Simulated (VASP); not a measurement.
A run of VASP 6.6.1 is set up as follows.

INCAR

```
SYSTEM = CaO
PREC = Accurate
ENCUT = 600
EDIFF = 1E-6
ISMEAR = 0
SIGMA = 0.02
LREAL = .FALSE.
LASPH = .TRUE.
NELM = 120
ALGO = Normal
ISIF = 2
LWAVE = .FALSE.
LCHARG = .FALSE.
GGA = PE
NBANDS = 15
GGA_COMPAT = .FALSE.
```

KPOINTS

```
regular mesh
0
G
  8 8 8
  0 0 0
```

The input POSCAR:

```
CaO
1.0
    0.0000000000      2.4151517513      2.4151517513
    2.4151517513      0.0000000000      2.4151517513
    2.4151517513      2.4151517513      0.0000000000
Ca O
1 1
Direct
    0.5000000000      0.5000000000      0.5000000000
    0.0000000000      0.0000000000      0.0000000000
```

Potentials or basis: VASP PAW PBE potentials, release 64 (Ca_sv, O).

Run with:

```bash
$ cat potpaw_PBE.64/Ca_sv/POTCAR potpaw_PBE.64/O/POTCAR > POTCAR
$ mpirun -np 1 vasp_std > vasp.out
```

(1) Predict the band gap on the k mesh.

(2) Predict the pressure.

Results:

(1) 3.64 eV, indirect (least direct gap 4.02 eV).

(2) 0.5 GPa.
